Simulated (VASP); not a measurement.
Crystal: Ge.

```
Ge
1.0
     2.84852    0.00000    0.00000
    -1.42426    2.46689    0.00000
     0.00000    0.00000    2.80324
Ge
1
Direct
  0.00000 0.00000 0.00000
```

| Property | Result |
| --- | --- |
| Program | VASP 6.6.1 |
| Task | relaxation of cell and atoms |
| Functional | PBE |
| Potentials or basis | VASP PAW PBE potentials, release 64 (Ge_d) |
| Cutoff | 600 eV |
| k mesh | 24 × 24 × 20 |
| Occupations | gaussian, width 0.1 eV |
| Spin | no spin polarisation |

At the start: pressure -0.8 GPa; volume 19.70 Å³/atom.

Q: How do energy, volume and symmetry change on relaxing?

A: Over 7 steps the energy falls by 20.2 meV/atom and the volume is 19.33 Å³/atom (-1.9 %); space group P6/mmm (No. 191, to 0.05 Å).

The path:
| step | energy change (eV) | largest force (eV/Å) | pressure (GPa) | volume (Å³) |
| --- | --- | --- | --- | --- |
| 1 | 0.0000 | 0.0000 | -0.84 | 19.70 |
| 2 | -0.0201 | 0.0000 | 0.04 | 19.39 |
| 3 | -0.0202 | 0.0000 | -0.14 | 19.40 |
| 4 | -0.0202 | 0.0000 | -0.04 | 19.35 |
| 5 | -0.0202 | 0.0000 | -0.03 | 19.34 |
| 6 | -0.0202 | 0.0000 | 0.12 | 19.31 |
| 7 | -0.0202 | 0.0000 | 0.05 | 19.33 |

Final structure:
```
CELL_PARAMETERS angstrom
2.87858 0.00000 0.00000
-1.43929 2.49292 0.00000
0.00000 0.00000 2.69412
ATOMIC_POSITIONS crystal
Ge 0.00000 0.00000 0.00000
```
